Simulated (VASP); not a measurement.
# C in VASP: single point with LDA

Aim: the single point of C with LDA.

Everything below comes from runs of VASP 6.6.1. Logs are shortened: lines on timing, memory, paths and dates and some standing lists are left out, and cuts for length are marked.

## Step 1: The cell of the first run

The cell holds a slab with vacuum, 2 atoms: a = 2.456 Å, b = 2.456 Å, c = 8.524 Å, α = 90.00°, β = 90.00°, γ = 120.00°.

## Step 2: Single point, LDA

INCAR

```
PREC     = Accurate       # precision mode
ENCUT    = 520            # plane-wave cutoff, eV
EDIFF    = 1E-6           # SCF threshold, eV
ISMEAR   = 0              # smearing method
SIGMA    = 0.1            # smearing width, eV
LREAL    = False          # projectors in reciprocal space
LASPH    = True           # aspherical terms in the spheres
NELM     = 80             # most SCF steps
ALGO     = Normal         # electronic algorithm
ISIF     = 2              # what is computed and relaxed
LWAVE    = False          # write WAVECAR
LCHARG   = False          # write CHGCAR
NBANDS   = 11             # bands
```

KPOINTS

```
Automatic mesh
0
Gamma
  13 13 4
```

POSCAR

```
C
1.0
    2.4561700000      0.0000000000      0.0000000000
   -1.2280850000      2.1271060000      0.0000000000
    0.0000000000      0.0000000000      8.5238030000
C
2
Direct
    0.3333333333      0.6666666667      0.0000000000
    0.6666666667      0.3333333333      0.0000000000
```

Potentials or basis: VASP PAW LDA potentials, release 64 (C).

On the command line:

```
> cat potpaw_LDA.64/C/POTCAR > POTCAR
> mpirun -np 1 vasp_std > vasp.out
```

OUTCAR:

```text
PREC = Accurate
   ENCUT = 520
   EDIFF = 1E-6
   ISMEAR = 0
   LREAL = False
   LASPH = True
   NELM = 80
   ISIF = 2

 ion  position               nearest neighbor table
   1  0.333  0.667  0.000-   2 1.42   2 1.42   2 1.42
   2  0.667  0.333  0.000-   1 1.42   1 1.42   1 1.42

  LATTYP: Found a hexagonal cell.
 ALAT       =     2.4561700000
 C/A-ratio  =     3.4703636149

  Lattice vectors:

 A1 = (   2.4561700000,   0.0000000000,   0.0000000000)
 A2 = (  -1.2280850000,   2.1271060000,   0.0000000000)
 A3 = (   0.0000000000,   0.0000000000,   8.5238030000)

Analysis of symmetry for initial positions (statically):
=====================================================================
 Subroutine PRICEL returns:
 Original cell was already a primitive cell.

 Routine SETGRP: Setting up the symmetry group for a
 hexagonal supercell.

 Subroutine GETGRP returns: Found 24 space group operations
 (whereof 24 operations were pure point group operations)
 out of a pool of 24 trial point group operations.

The static configuration has the point symmetry D_6h.

Analysis of symmetry for dynamics (positions and initial velocities):
=====================================================================
 Subroutine PRICEL returns:
 Original cell was already a primitive cell.

 Routine SETGRP: Setting up the symmetry group for a
 hexagonal supercell.

 Subroutine GETGRP returns: Found 24 space group operations
 (whereof 24 operations were pure point group operations)
 out of a pool of 24 trial point group operations.

The dynamic configuration has the point symmetry D_6h.

 Subroutine INISYM returns: Found 24 space group operations
 (whereof 24 operations are pure point group operations),
 and found     1 'primitive' translations

----------------------------------------------------------------------------------------

                                     Primitive cell

  volume of cell :      44.5329

  direct lattice vectors                    reciprocal lattice vectors
     2.456170000  0.000000000  0.000000000     0.407137942  0.235061158  0.000000000
    -1.228085000  2.127106000  0.000000000     0.000000000  0.470122316  0.000000000
     0.000000000  0.000000000  8.523803000     0.000000000  0.000000000  0.117318526

  length of vectors
     2.456170000  2.456170333  8.523803000     0.470122380  0.470122316  0.117318526

  position of ions in fractional coordinates (direct lattice)
     0.333333333  0.666666667  0.000000000
     0.666666667  0.333333333  0.000000000

  ion indices of the primitive-cell ions
   primitive index   ion index
                 1           1
                 2           2

----------------------------------------------------------------------------------------

 KPOINTS: Automatic mesh

Automatic generation of k-mesh.
 Grid dimensions read from file:
 generate k-points for:   13   13    4

 Generating k-lattice:

  Cartesian coordinates                     Fractional coordinates (reciprocal lattice)
     0.031318303  0.018081628  0.000000000     0.076923077  0.000000000  0.000000000
     0.000000000  0.036163255  0.000000000     0.000000000  0.076923077  0.000000000
     0.000000000  0.000000000  0.029329631     0.000000000  0.000000000  0.250000000

  Length of vectors
     0.036163260  0.036163255  0.029329631

  Shift w.r.t. Gamma in fractional coordinates (k-lattice)
     0.000000000  0.000000000  0.000000000

 Subroutine IBZKPT returns following result:
 ===========================================

 Found     63 irreducible k-points:

 Following reciprocal coordinates:
            Coordinates               Weight
  0.000000  0.000000  0.000000      1.000000
  0.076923  0.000000  0.000000      6.000000
  0.153846 -0.000000  0.000000      6.000000
  0.230769  0.000000  0.000000      6.000000
  0.307692 -0.000000  0.000000      6.000000
  0.384615  0.000000  0.000000      6.000000
[... 16 lines left out ...]
  0.076923  0.000000  0.250000     12.000000
  0.153846 -0.000000  0.250000     12.000000
 [... further k-points ...]
   k-points           NKPTS =     63   k-points in BZ     NKDIM =     63   number of bands    NBANDS=     11
   number of dos      NEDOS =    301   number of ions     NIONS =      2
   total plane-waves  NPLWV =  20736
   dimension x,y,z NGX =    18 NGY =   18 NGZ =   64
   dimension x,y,z NGXF=    36 NGYF=   36 NGZF=  128
   ions per type =               2
   NGX,Y,Z   is equivalent  to a cutoff of  12.18, 12.18, 12.48 a.u.
   NGXF,Y,Z  is equivalent  to a cutoff of  24.37, 24.37, 24.96 a.u.
 SYSTEM =  unknown system
   PREC   = accura    normal or accurate (medium, high low for compatibility)
   ISTART =      0    job   : 0-new  1-cont  2-samecut
   ICHARG =      2    charge: 1-file 2-atom 10-const
   ISPIN  =      1    spin polarized calculation?
   LNONCOLLINEAR =      F non collinear calculations
   LSORBIT =      F    spin-orbit coupling
   LASPH  =      T    aspherical Exc in radial PAW
   ENCUT  =  520.0 eV  38.22 Ry    6.18 a.u.   4.57  4.57 15.85*2*pi/ulx,y,z
   NELM   =     80;   NELMIN=  2; NELMDL= -5     # of ELM steps
   EDIFF  = 0.1E-05   stopping-criterion for ELM
   LREAL  =      F    real-space projection
   EDIFFG = 0.1E-04   stopping-criterion for IOM
   NSW    =      0    number of steps for IOM
   IBRION =     -1    ionic relax: 0-MD 1-quasi-New 2-CG
   NFREE  =      0    steps in history (QN), initial steepest desc. (CG)
   ISIF   =      2    stress and relaxation
   ISYM   =      2    0-nonsym 1-usesym 2-fastsym
   POTIM  = 0.5000    time-step for ionic-motion
   TEBEG  =    0.0;   TEEND  =   0.0 temperature during run
   PSTRESS=    0.0 pullay stress
   NELECT =       8.0000    total number of electrons
   NUPDOWN=      -1.0000    fix difference up-down
   EMIN   =  10.00;   EMAX   =-10.00  energy-range for DOS
   EFERMI =   0.00;   METHOD = LEGACY
   ISMEAR =     0;   SIGMA  =   0.10  broadening in eV -4-tet -1-fermi 0-gaus
   EFERMI_NEDOS =   21; number of points for ismear=-14 and -15
   IALGO  =     38    algorithm
   IMIX   =      4    mixing-type and parameters
     AMIX     =   0.40;   BMIX     =  1.00
     AMIX_MAG =   1.60;   BMIX_MAG =  1.00
  volume/ion in A,a.u.               =      22.27       150.26
  Fermi-wavevector in a.u.,A,eV,Ry     =   0.923729  1.745594 11.609511  0.853275
  Thomas-Fermi vector in A             =   2.049397
   LORBIT       =      0    0 simple, 1 ext, 2 COOP (PROOUT), +10 PAW based schemes
   GGA     = CA    functional components
   LHFCALC =     F    Hartree Fock is set to
   AEXX    =    0.0000 exact exchange contribution
   IVDW    =     0    specifies the selected vdW correction
   LEPSILON=     F    determine dielectric tensor
   LRPA    =     F    only Hartree local field effects (RPA)
 non-spin polarized calculation
 Gauss-broadening in eV      SIGMA  =   0.10
  energy-cutoff  :      520.00
  volume of cell :       44.53
 maximum number of plane-waves:      1226
   NGX =  9   NGY =  9   NGZ = 31

 number of electron       7.9999997 magnetization

 Free energy of the ion-electron system (eV)
  ---------------------------------------------------
  ext. energy  EPLUGINS =         0.00000000
  ---------------------------------------------------
  free energy    TOTEN  =       -20.17638265 eV

  energy without entropy =      -20.17638265  energy(sigma->0) =      -20.17638265

 E-fermi :  -1.2300     XC(G=0):  -5.1132

 val. band max:       -1.6748049772   @ k =   0.3077   0.3077   0.0000
 cond. band min:      -0.1252935866   @ k =   0.3077   0.3077   0.5000
 fundamental gap:      1.5495113906
 Fermi energy:        -1.2299516529

 k-point     1 :       0.0000    0.0000    0.0000
  band No.  band energies     occupation
      1     -20.2874      2.00000
      2      -8.6133      2.00000
      3      -3.9271      2.00000
      4      -3.9271      2.00000
      5       2.2367      0.00000
      6       4.5839      0.00000
      7       6.1962      0.00000
      8       7.4413      0.00000
      9       7.4413      0.00000
     10      10.5757      0.00000
     11      12.1652      0.00000

 k-point     2 :       0.0769    0.0000    0.0000
  band No.  band energies     occupation
      1     -20.1475      2.00000
      2      -8.4444      2.00000
      3      -4.4739      2.00000
      4      -4.2214      2.00000
      5       2.4274      0.00000
      6       4.7701      0.00000
      7       6.3762      0.00000
      8       7.5152      0.00000
      9       8.0403      0.00000
     10      10.0957      0.00000
     11      12.3932      0.00000

 k-point     3 :       0.1538   -0.0000    0.0000
  band No.  band energies     occupation
      1     -19.7290      2.00000
      2      -7.9413      2.00000
      3      -5.8869      2.00000
      4      -4.9320      2.00000
      5       2.9996      0.00000
      6       5.3254      0.00000
      7       6.9038      0.00000
      8       7.5654      0.00000
      9       8.7864      0.00000
     10       9.6503      0.00000
     11      13.1250      0.00000

 k-point     4 :       0.2308    0.0000    0.0000
  band No.  band energies     occupation
      1     -19.0360      2.00000
      2      -7.7555      2.00000
      3      -7.1173      2.00000
      4      -5.7579      2.00000
      5       3.9521      0.00000
      6       6.1940      0.00000
      7       6.9746      0.00000
      8       7.2742      0.00000
      9       7.9545      0.00000
     10      11.9170      0.00000
     11      14.2192      0.00000
[... 239 lines left out ...]
 k-point    22 :       0.0000    0.0000    0.2500
  band No.  band energies     occupation
      1     -20.2874      2.00000
      2      -8.6134      2.00000
      3      -3.9271      2.00000
      4      -3.9271      2.00000
      5       2.4244      0.00000
      6       3.8929      0.00000
      7       7.1277      0.00000
      8       7.4413      0.00000
      9       7.4413      0.00000
     10      10.5751      0.00000
     11      11.5234      0.00000

 k-point    23 :       0.0769    0.0000    0.2500
  band No.  band energies     occupation
      1     -20.1475      2.00000
      2      -8.4445      2.00000
      3      -4.4739      2.00000
      4      -4.2214      2.00000
      5       2.6145      0.00000
      6       4.0813      0.00000
      7       7.2851      0.00000
      8       7.5336      0.00000
      9       8.0404      0.00000
     10      10.0955      0.00000
     11      11.7016      0.00000

 k-point    24 :       0.1538   -0.0000    0.2500
  band No.  band energies     occupation
      1     -19.7290      2.00000
      2      -7.9415      2.00000
      3      -5.8869      2.00000
      4      -4.9320      2.00000
      5       3.1850      0.00000
      6       4.6449      0.00000
      7       7.4739      0.00000
      8       7.9056      0.00000
      9       8.7896      0.00000
     10       9.6501      0.00000
     11      12.2245      0.00000

 [... further k-points ...]
[... 5 lines left out ...]
  --------------------------------------------------------------------------------------
  -------------------------------------------------------------------------------------
  Total       -0.5180291     -0.5180293     -0.0129455      0.0000000      0.0000000      0.0000000
  in kB      -18.6373351    -18.6373418     -0.4657465      0.0000000      0.0000000      0.0000000
  external PRESSURE =     -12.5801411 kB  Pullay stress =       0.0000000 kB

 VOLUME and BASIS-vectors are now :
 -----------------------------------------------------------------------------
  energy-cutoff  :      520.00
  volume of cell :       44.53
      direct lattice vectors                 reciprocal lattice vectors
     2.456170000  0.000000000  0.000000000     0.407137942  0.235061158  0.000000000
    -1.228085000  2.127106000  0.000000000     0.000000000  0.470122316  0.000000000
     0.000000000  0.000000000  8.523803000     0.000000000  0.000000000  0.117318526

 POSITION                                       TOTAL-FORCE (eV/Angst)
 -----------------------------------------------------------------------------------
     -0.00000      1.41807      0.00000        -0.000000      0.000000      0.000000
      1.22809      0.70904      0.00000         0.000000      0.000000      0.000000
 -----------------------------------------------------------------------------------
    total drift:                                0.000000     -0.000000      0.000000

  FREE ENERGIE OF THE ION-ELECTRON SYSTEM (eV)
  ---------------------------------------------------
  free  energy   TOTEN  =       -20.1763826530 eV

  energy  without entropy=      -20.1763826530  energy(sigma->0) =      -20.17638265
```

It took 14 s on 1 thread of Intel Xeon 6975P-C, shared host; peak memory 0.14 GiB.

Results:

| Quantity | Value |
| --- | --- |
| Free energy | -20.1764 eV |
| Band gap on the k mesh | 1.55 eV, direct |
